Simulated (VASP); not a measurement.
Here is a VASP 6.6.1 calculation.

INCAR

```
SYSTEM = AlCu
ALGO = Fast
EDIFF = 1E-6
ENCUT = 520
GGA = PS
ISIF = 2
ISMEAR = 0
LASPH = .TRUE.
LCHARG = .FALSE.
LREAL = .FALSE.
LWAVE = .FALSE.
NBANDS = 14
NELM = 100
PREC = Accurate
SIGMA = 0.15
```

Contents of KPOINTS:

```
k-points
0
G
  16 16 16
  0 0 0
```

POSCAR

```
AlCu
1.0
    2.9975090000     -0.0149875450      0.0000000000
   -0.0149875450      2.9975090000      0.0000000000
    0.0000000000      0.0000000000      2.9975090000
Al Cu
1 1
Direct
    0.0000000000      0.0000000000      0.0000000000
    0.5000000000      0.5000000000      0.5000000000
```

Potentials or basis: VASP PAW PBE potentials, release 64 (Al, Cu).

The run is started by

```console
$ cat potpaw_PBE.64/Al/POTCAR potpaw_PBE.64/Cu/POTCAR > POTCAR
$ mpirun -np 1 vasp_std > vasp.out
```

(1) Predict the pressure.

(2) Estimate the band gap on the k mesh.

## Answers

(1) -4.5 GPa.

(2) zero (band 7 reaches 12.75 eV, above the bottom of band 8 at 8.11 eV).

Caveat: the cell differs from its parent crystal (strain -0.0100 x Voigt [0, 0, 0, 0, 0, 1]); the PAW data sets were made with another functional, which shifts forces and pressure a little.
